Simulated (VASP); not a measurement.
# Zn (Pm-3n) in VASP: further runs

Zn is run at these levels: PBEsol; tasks: single point, relaxation of cell and atoms.

Everything below comes from runs of VASP 6.6.1. Logs are shortened: lines on timing, memory, paths and dates and some standing lists are left out, and cuts for length are marked.

## (1) The cell of the first run

Symmetry: Pm-3n, No. 223, cubic system. The conventional cell has a = 4.862 Å, b = 4.862 Å, c = 4.862 Å, α = 90.00°, β = 90.00°, γ = 90.00°. Within 3.6 Å of Zn (site symmetry m-3) lie 12 Zn at 2.72 Å. Within 3.2 Å of Zn (site symmetry -4m2) lie 14 Zn at 2.43 to 2.98 Å.

## (2) Single point, PBEsol

File INCAR:

```
SYSTEM = Zn
PREC = Accurate ; ENCUT = 520
EDIFF = 1E-7 ; ISMEAR = 0
SIGMA = 0.1 ; LREAL = .False.
LASPH = .True. ; NELM = 80
ALGO = Normal ; ISIF = 2
LWAVE = .False. ; LCHARG = .True.
GGA = PS ; LELF = .True.
LVHAR = .True. ; NBANDS = 58
```

File KPOINTS:

```
regular mesh
0
Gamma
  4 4 4
  0 0 0
```

File POSCAR:

```
Zn
1.0
    4.8624970287      0.0000000000      0.0000000000
    0.0000000000      4.8624970287      0.0000000000
    0.0000000000      0.0000000000      4.8624970287
Zn
8
Direct
    0.5000000000      0.5000000000      0.5000000000
    0.0000000000      0.0000000000      0.0000000000
    0.2500000000      0.0000000000      0.5000000000
    0.5000000000      0.2500000000      0.0000000000
    0.5000000000      0.7500000000      0.0000000000
    0.7500000000      0.0000000000      0.5000000000
    0.0000000000      0.5000000000      0.7500000000
    0.0000000000      0.5000000000      0.2500000000
```

Potentials or basis: VASP PAW PBE potentials, release 64 (Zn).

On the command line:

```
$ cat potpaw_PBE.64/Zn/POTCAR > POTCAR
$ mpirun -np 1 vasp_std > vasp.out
```

OUTCAR:

```text
SYSTEM = Zn
   PREC = Accurate
   ENCUT = 520
   EDIFF = 1E-7
   ISMEAR = 0
   LREAL = .False.
   LASPH = .True.
   NELM = 80
   ISIF = 2
   GGA = PS

 ion  position               nearest neighbor table
   1  0.500  0.500  0.500-   3 2.72   4 2.72   5 2.72   6 2.72   7 2.72   8 2.72   4 2.72   5 2.72
                             3 2.72   6 2.72   7 2.72   8 2.72
   2  0.000  0.000  0.000-   3 2.72   4 2.72   5 2.72   6 2.72   7 2.72   8 2.72   3 2.72   6 2.72
                             7 2.72   8 2.72   4 2.72   5 2.72
   3  0.250  0.000  0.500-   6 2.43   6 2.43   1 2.72   2 2.72   1 2.72   2 2.72   8 2.98   5 2.98
                             4 2.98   5 2.98   4 2.98   7 2.98   8 2.98   7 2.98
   4  0.500  0.250  0.000-   5 2.43   5 2.43   1 2.72   1 2.72   2 2.72   2 2.72   8 2.98   3 2.98
                             3 2.98   6 2.98   6 2.98   7 2.98   7 2.98   8 2.98
   5  0.500  0.750  0.000-   4 2.43   4 2.43   1 2.72   1 2.72   2 2.72   2 2.72   8 2.98   3 2.98
                             3 2.98   6 2.98   6 2.98   7 2.98   7 2.98   8 2.98
   6  0.750  0.000  0.500-   3 2.43   3 2.43   1 2.72   2 2.72   1 2.72   2 2.72   8 2.98   4 2.98
                             4 2.98   5 2.98   5 2.98   7 2.98   8 2.98   7 2.98
   7  0.000  0.500  0.750-   8 2.43   8 2.43   1 2.72   2 2.72   2 2.72   1 2.72   3 2.98   4 2.98
                             5 2.98   3 2.98   6 2.98   6 2.98   4 2.98   5 2.98
   8  0.000  0.500  0.250-   7 2.43   7 2.43   1 2.72   2 2.72   2 2.72   1 2.72   3 2.98   4 2.98
                             5 2.98   3 2.98   6 2.98   6 2.98   4 2.98   5 2.98

  LATTYP: Found a simple cubic cell.
 ALAT       =     4.8624970287

  Lattice vectors:

 A1 = (   4.8624970287,   0.0000000000,   0.0000000000)
 A2 = (   0.0000000000,   4.8624970287,   0.0000000000)
 A3 = (   0.0000000000,   0.0000000000,   4.8624970287)

Analysis of symmetry for initial positions (statically):
=====================================================================
 Subroutine PRICEL returns:
 Original cell was already a primitive cell.

 Routine SETGRP: Setting up the symmetry group for a
 simple cubic supercell.

 Subroutine GETGRP returns: Found 48 space group operations
 (whereof 24 operations were pure point group operations)
 out of a pool of 48 trial point group operations.

The static configuration has the point symmetry T_h .
 The point group associated with its full space group is O_h .

Analysis of symmetry for dynamics (positions and initial velocities):
=====================================================================
 Subroutine PRICEL returns:
 Original cell was already a primitive cell.

 Routine SETGRP: Setting up the symmetry group for a
 simple cubic supercell.

 Subroutine GETGRP returns: Found 48 space group operations
 (whereof 24 operations were pure point group operations)
 out of a pool of 48 trial point group operations.

The dynamic configuration has the point symmetry T_h .
 The point group associated with its full space group is O_h .

 Subroutine INISYM returns: Found 48 space group operations
 (whereof 24 operations are pure point group operations),
 and found     1 'primitive' translations

----------------------------------------------------------------------------------------

                                     Primitive cell

  volume of cell :     114.9683

  direct lattice vectors                    reciprocal lattice vectors
     4.862497029  0.000000000  0.000000000     0.205655653  0.000000000  0.000000000
     0.000000000  4.862497029  0.000000000     0.000000000  0.205655653  0.000000000
     0.000000000  0.000000000  4.862497029     0.000000000  0.000000000  0.205655653

  length of vectors
     4.862497029  4.862497029  4.862497029     0.205655653  0.205655653  0.205655653

  position of ions in fractional coordinates (direct lattice)
     0.500000000  0.500000000  0.500000000
     0.000000000  0.000000000  0.000000000
     0.250000000  0.000000000  0.500000000
     0.500000000  0.250000000  0.000000000
     0.500000000  0.750000000  0.000000000
     0.750000000  0.000000000  0.500000000
     0.000000000  0.500000000  0.750000000
     0.000000000  0.500000000  0.250000000

  ion indices of the primitive-cell ions
   primitive index   ion index
                 1           1
                 2           2
                 3           3
                 4           4
                 5           5
                 6           6
                 7           7
                 8           8

----------------------------------------------------------------------------------------

 KPOINTS: regular mesh

Automatic generation of k-mesh.
 Grid dimensions read from file:
 generate k-points for:    4    4    4

 Generating k-lattice:

  Cartesian coordinates                     Fractional coordinates (reciprocal lattice)
     0.051413913  0.000000000  0.000000000     0.250000000  0.000000000  0.000000000
[... 43 lines left out ...]
   NELM   =     80;   NELMIN=  2; NELMDL= -5     # of ELM steps
   EDIFF  = 0.1E-06   stopping-criterion for ELM
   LREAL  =      F    real-space projection
   EDIFFG = 0.1E-05   stopping-criterion for IOM
   NSW    =      0    number of steps for IOM
   IBRION =     -1    ionic relax: 0-MD 1-quasi-New 2-CG
   NFREE  =      0    steps in history (QN), initial steepest desc. (CG)
   ISIF   =      2    stress and relaxation
   ISYM   =      2    0-nonsym 1-usesym 2-fastsym
   POTIM  = 0.5000    time-step for ionic-motion
   TEBEG  =    0.0;   TEEND  =   0.0 temperature during run
   PSTRESS=    0.0 pullay stress
   NELECT =      96.0000    total number of electrons
   NUPDOWN=      -1.0000    fix difference up-down
   EMIN   =  10.00;   EMAX   =-10.00  energy-range for DOS
   EFERMI =   0.00;   METHOD = LEGACY
   ISMEAR =     0;   SIGMA  =   0.10  broadening in eV -4-tet -1-fermi 0-gaus
   EFERMI_NEDOS =   21; number of points for ismear=-14 and -15
   IALGO  =     38    algorithm
   IMIX   =      4    mixing-type and parameters
     AMIX     =   0.40;   BMIX     =  1.00
     AMIX_MAG =   1.60;   BMIX_MAG =  1.00
  volume/ion in A,a.u.               =      14.37        96.98
  Fermi-wavevector in a.u.,A,eV,Ry     =   1.541603  2.913207 32.334789  2.376540
  Thomas-Fermi vector in A             =   2.647526
   LORBIT       =      0    0 simple, 1 ext, 2 COOP (PROOUT), +10 PAW based schemes
   GGA     = PS    functional components
   LHFCALC =     F    Hartree Fock is set to
   AEXX    =    0.0000 exact exchange contribution
   IVDW    =     0    specifies the selected vdW correction
   LEPSILON=     F    determine dielectric tensor
   LRPA    =     F    only Hartree local field effects (RPA)
 non-spin polarized calculation
 Gauss-broadening in eV      SIGMA  =   0.10
  energy-cutoff  :      520.00
  volume of cell :      114.97
 maximum number of plane-waves:      3136
   NGX = 19   NGY = 19   NGZ = 19

 number of electron      96.0000131 magnetization

 Free energy of the ion-electron system (eV)
  ---------------------------------------------------
  ext. energy  EPLUGINS =         0.00000000
  ---------------------------------------------------
  free energy    TOTEN  =       -12.31795002 eV

  energy without entropy =      -12.30252668  energy(sigma->0) =      -12.31023835

 E-fermi :   3.6300     XC(G=0): -12.0015

 val. band max:        3.5748135292   @ k =   0.5000   0.5000   0.0000
 cond. band min:       3.6932993861   @ k =   0.2500   0.2500   0.0000
 fundamental gap:      0.1184858568
 Fermi energy:         3.6300246290

 k-point     1 :       0.0000    0.0000    0.0000
  band No.  band energies     occupation
      1      -7.5232      2.00000
      2      -5.4382      2.00000
      3      -5.4382      2.00000
      4      -5.0458      2.00000
      5      -4.9470      2.00000
      6      -4.9470      2.00000
[... 50 lines left out ...]
     57       7.0532      0.00000
     58       7.0532      0.00000

 k-point     2 :       0.2500    0.0000    0.0000
  band No.  band energies     occupation
      1      -7.1196      2.00000
      2      -5.4841      2.00000
      3      -5.2996      2.00000
      4      -5.1551      2.00000
      5      -4.9970      2.00000
      6      -4.9305      2.00000
[... 483 lines left out ...]
      2      -4.9732      2.00000
      3      -4.9732      2.00000
      4      -4.9732      2.00000
      5      -4.9732      2.00000
      6      -4.9732      2.00000
[... 50 lines left out ...]
     57      11.0745      0.00000
     58      11.0745      0.00000

------------------------ aborting loop because EDIFF is reached ----------------------------------------

  FORCE on cell =-STRESS in cart. coord.  units (eV):
  Direction    XX          YY          ZZ          XY          YZ          ZX
  --------------------------------------------------------------------------------------
  -------------------------------------------------------------------------------------
  Total        0.4206875      0.4206875      0.4206875      0.0000000     -0.0000000     -0.0000000
  in kB        5.8626255      5.8626255      5.8626255      0.0000000     -0.0000000     -0.0000000
  external PRESSURE =       5.8626255 kB  Pullay stress =       0.0000000 kB

 VOLUME and BASIS-vectors are now :
 -----------------------------------------------------------------------------
  energy-cutoff  :      520.00
  volume of cell :      114.97
      direct lattice vectors                 reciprocal lattice vectors
     4.862497029  0.000000000  0.000000000     0.205655653  0.000000000  0.000000000
     0.000000000  4.862497029  0.000000000     0.000000000  0.205655653  0.000000000
     0.000000000  0.000000000  4.862497029     0.000000000  0.000000000  0.205655653

 POSITION                                       TOTAL-FORCE (eV/Angst)
 -----------------------------------------------------------------------------------
      2.43125      2.43125      2.43125        -0.000000      0.000000     -0.000000
      0.00000      0.00000      0.00000        -0.000000      0.000000     -0.000000
      1.21562      0.00000      2.43125        -0.000000      0.000000     -0.000000
      2.43125      1.21562      0.00000         0.000000     -0.000000     -0.000000
      2.43125      3.64687      0.00000         0.000000      0.000000      0.000000
      3.64687      0.00000      2.43125         0.000000     -0.000000      0.000000
      0.00000      2.43125      3.64687        -0.000000     -0.000000     -0.000000
      0.00000      2.43125      1.21562         0.000000      0.000000     -0.000000
 -----------------------------------------------------------------------------------
    total drift:                                0.000000      0.000000     -0.000000

  FREE ENERGIE OF THE ION-ELECTRON SYSTEM (eV)
  ---------------------------------------------------
  free  energy   TOTEN  =       -12.3179500229 eV

  energy  without entropy=      -12.3025266808  energy(sigma->0) =      -12.31023835
```

Run time: 33 s. Hardware: 1 thread of Intel Xeon 6975P-C (Granite Rapids), shared host; peak memory 0.21 GiB.

Results:

```
Free energy            : -12.3180 eV
Pressure               : 0.6 GPa
Band gap on the k mesh : zero (bands 48 and 49 overlap by 3.16 eV)
```

Caveat: the PAW data sets were made with another functional, which shifts forces and pressure a little.

## (3) Single point, PBEsol

This run uses another cell than the first one, of 14.33 Å³/atom.

File INCAR:

```
ALGO = Fast
EDIFF = 1E-6
ENCUT = 520
GGA = PS
ISIF = 2
ISMEAR = 0
LASPH = T
LCHARG = F
LREAL = F
LWAVE = F
NBANDS = 58
NELM = 60
PREC = Accurate
SIGMA = 0.1
```

File KPOINTS:

```
k-points
0
Gamma
  8 8 8
```

POSCAR, as its differences from that of step 2:

```diff
@@ -2,5 +2,5 @@
 1.0
-    4.8624970287      0.0000000000      0.0000000000
-    0.0000000000      4.8624970287      0.0000000000
-    0.0000000000      0.0000000000      4.8624970287
+    4.8577379450      0.0000000000      0.0000000000
+    0.0000000000      4.8577379450      0.0000000000
+    0.0000000000      0.0000000000      4.8577379450
 Zn
```

Potentials or basis: VASP PAW PBE potentials, release 64 (Zn).

On the command line:

```
$ cat potpaw_PBE.64/Zn/POTCAR > POTCAR
$ mpirun -np 1 vasp_std > vasp.out
```

Run time: 66 s. Hardware: 1 thread of Intel Xeon 6975P-C (Granite Rapids), shared host; peak memory 0.3 GiB.

It converged, with:

```
Free energy            : -12.4000 eV
Pressure               : 0.3 GPa
Band gap on the k mesh : zero (bands 48 and 49 overlap by 3.15 eV)
```

Levels at points of the mesh, in eV from the Fermi level:
```
           k point  band 44  band 45  band 46  band 47  band 48  band 49  band 50  band 51  band 52  band 53
(0.00, 0.00, 0.00)    -3.58    -3.18    -3.17    -3.17     1.99     1.99     2.65     2.65     2.65     3.67
(0.50, 0.00, 0.00)    -2.43    -2.15    -2.15    -1.38    -1.38    -1.16    -1.16     4.06     4.06     4.82
(0.50, 0.50, 0.00)    -6.38    -1.58    -0.70    -0.53    -0.53     0.34     0.34     0.49     1.34     6.26
(0.50, 0.50, 0.50)    -5.11    -5.11    -5.11    -4.91    -4.91     7.67     7.67     7.67     7.67     7.67
```

Caveat: the PAW data sets were made with another functional, which shifts forces and pressure a little.

## (4) Relaxation of cell and atoms, PBEsol

This run uses another cell than the first one, of 15.37 Å³/atom.

File INCAR:

```
SYSTEM = Zn
PREC     = Accurate       ! precision mode
ENCUT    = 600            ! plane-wave cutoff, eV
EDIFF    = 1E-7           ! SCF threshold, eV
ISMEAR   = 0              ! smearing method
SIGMA    = 0.1            ! smearing width, eV
LREAL    = .FALSE.        ! projectors in reciprocal space
LASPH    = .TRUE.         ! aspherical terms in the spheres
NELM     = 100            ! most SCF steps
ALGO     = Fast           ! electronic algorithm
ISIF     = 3              ! what is computed and relaxed
LWAVE    = .FALSE.        ! write WAVECAR
LCHARG   = .FALSE.        ! write CHGCAR
GGA      = PS             ! functional
IBRION   = 2              ! ionic algorithm
NSW      = 90             ! ionic steps
EDIFFG   = -0.04          ! ionic threshold
```

File KPOINTS:

```
regular mesh
0
G
  4 4 4
  0 0 0
```

POSCAR, as its differences from that of step 3:

```diff
@@ -2,5 +2,5 @@
 1.0
-    4.8577379450      0.0000000000      0.0000000000
-    0.0000000000      4.8577379450      0.0000000000
-    0.0000000000      0.0000000000      4.8577379450
+    4.9731010883      0.0000000000      0.0000000000
+    0.0000000000      4.9731010883      0.0000000000
+    0.0000000000      0.0000000000      4.9731010883
 Zn
```

On the command line:

```
$ cat potpaw_PBE.64/Zn/POTCAR > POTCAR
$ mpirun -np 1 vasp_std > vasp.out
```

It took 62 s on 1 thread of Intel Xeon 6975P-C (Granite Rapids), shared host; peak memory 0.27 GiB.

It converged, with:

```
Free energy                           : -12.3207 eV
Relaxed volume                        : 14.48 Å³/atom
Relaxed cell                          : a = 4.875 Å, b = 4.875 Å, c = 4.875 Å, α = 90.00°, β = 90.00°, γ = 90.00°
Space group after relaxing (to 0.1 Å) : Pm-3n (No. 223)
Energy gained by relaxing             : 13.0 meV/atom
Ionic steps                           : 2
Pressure after relaxing               : 0.0 GPa
Band gap on the k mesh                : zero (bands 48 and 49 overlap by 3.14 eV)
```

The path:
| step | energy change (eV) | largest force (eV/Å) | pressure (GPa) | volume (Å³) |
| --- | --- | --- | --- | --- |
| 1 | 0.0000 | 0.0000 | -4.27 | 122.99 |
| 2 | -0.1042 | 0.0000 | -0.04 | 115.84 |

Final structure:
```
CELL_PARAMETERS angstrom
4.87470 0.00000 0.00000
0.00000 4.87470 0.00000
0.00000 0.00000 4.87470
ATOMIC_POSITIONS crystal
Zn 0.50000 0.50000 0.50000
Zn 0.00000 0.00000 0.00000
Zn 0.25000 0.00000 0.50000
Zn 0.50000 0.25000 0.00000
Zn 0.50000 0.75000 0.00000
Zn 0.75000 0.00000 0.50000
Zn 0.00000 0.50000 0.75000
Zn 0.00000 0.50000 0.25000
```

Levels at points of the mesh, in eV from the Fermi level:
```
           k point  band 45  band 46  band 47  band 48  band 49  band 50  band 51  band 52
(0.00, 0.00, 0.00)    -3.57    -3.55    -3.55     1.59     1.59     2.25     2.25     2.25
(0.50, 0.00, 0.00)    -2.52    -2.52    -1.79    -1.79    -1.55    -1.55     3.63     3.63
(0.50, 0.50, 0.00)    -1.94    -1.09    -0.91    -0.91    -0.07    -0.07     0.10     0.91
(0.50, 0.50, 0.50)    -5.47    -5.47    -5.28    -5.28     7.23     7.23     7.23     7.23
```

Caveat: the PAW data sets were made with another functional, which shifts forces and pressure a little.

## (5) Relaxation of cell and atoms, PBEsol

File INCAR:

```
PREC     = Accurate       # precision mode
ENCUT    = 600            # plane-wave cutoff, eV
EDIFF    = 1E-6           # SCF threshold, eV
ISMEAR   = 0              # smearing method
SIGMA    = 0.1            # smearing width, eV
LREAL    = False          # projectors in reciprocal space
LASPH    = True           # aspherical terms in the spheres
NELM     = 100            # most SCF steps
ALGO     = Fast           # electronic algorithm
ISIF     = 3              # what is computed and relaxed
LWAVE    = False          # write WAVECAR
LCHARG   = False          # write CHGCAR
GGA      = PS             # functional
IBRION   = 2              # ionic algorithm
NSW      = 100            # ionic steps
EDIFFG   = -0.01          # ionic threshold
```

File KPOINTS:

```
regular mesh
0
Gamma
  8 8 8
```

POSCAR, as its differences from that of step 4:

```diff
@@ -2,5 +2,5 @@
 1.0
-    4.9731010883      0.0000000000      0.0000000000
-    0.0000000000      4.9731010883      0.0000000000
-    0.0000000000      0.0000000000      4.9731010883
+    4.8624970287      0.0000000000      0.0000000000
+    0.0000000000      4.8624970287      0.0000000000
+    0.0000000000      0.0000000000      4.8624970287
 Zn
```

On the command line:

```
$ cat potpaw_PBE.64/Zn/POTCAR > POTCAR
$ mpirun -np 1 vasp_std > vasp.out
```

Wall time 4.4 min (1 thread of Intel Xeon 8259CL, shared host); peak memory 0.36 GiB.

The run converged. Its results:

| Quantity | Value |
| --- | --- |
| Free energy | -12.3986 eV |
| Pressure after relaxing | 0.1 GPa |
| Band gap on the k mesh | zero (bands 48 and 49 overlap by 3.14 eV) |

Final structure:
```xyz
8
Lattice="4.8625 0.0000 0.0000 0.0000 4.8625 0.0000 0.0000 0.0000 4.8625" Properties=species:S:1:pos:R:3 pbc="T T T"
Zn    2.4312    2.4312    2.4312
Zn    0.0000    0.0000    0.0000
Zn    1.2156    0.0000    2.4312
Zn    2.4312    1.2156    0.0000
Zn    2.4312    3.6469    0.0000
Zn    3.6469    0.0000    2.4312
Zn    0.0000    2.4312    3.6469
Zn    0.0000    2.4312    1.2156
```

Levels at points of the mesh, in eV from the Fermi level:
| k point | band 46 | band 47 | band 48 | band 49 | band 50 | band 51 |
| --- | --- | --- | --- | --- | --- | --- |
| (0.00, 0.00, 0.00) | -3.17 | -3.17 | 1.99 | 1.99 | 2.65 | 2.65 |
| (0.50, 0.00, 0.00) | -2.14 | -1.39 | -1.39 | -1.15 | -1.15 | 4.05 |
| (0.50, 0.50, 0.00) | -0.70 | -0.52 | -0.52 | 0.34 | 0.34 | 0.49 |
| (0.50, 0.50, 0.50) | -5.10 | -4.91 | -4.91 | 7.65 | 7.65 | 7.65 |

Caveat: the relaxation stopped at its first step, so nothing moved; the PAW data sets were made with another functional, which shifts forces and pressure a little.

## (6) The runs side by side

| task | cell | k mesh | cutoff (eV) | gap on the mesh (eV) | pressure (GPa) |
| --- | --- | --- | --- | --- | --- |
| single point | a = 4.862 Å, 8 atoms | 4 × 4 × 4 | 520 | none | 0.6 |
| single point | a = 4.858 Å, 8 atoms | 8 × 8 × 8 | 520 | none | 0.3 |
| relaxation of cell and atoms | relaxed from a = 4.973 Å, 8 atoms | 4 × 4 × 4 | 600 | none | 0.0 |
| relaxation of cell and atoms | relaxed from a = 4.862 Å, 8 atoms | 8 × 8 × 8 | 600 | none | 0.1 |

Alike in all rows: level PBEsol; potentials or basis VASP PAW PBE potentials, release 64 (Zn); no spin polarisation; smearing gaussian 0.1 eV.

Caveats: the PAW data sets were made with another functional, which shifts forces and pressure a little; the relaxation stopped at its first step, so nothing moved (at least some runs).

Total energies depend on the potentials used, so only differences within one code and one set of settings carry meaning.
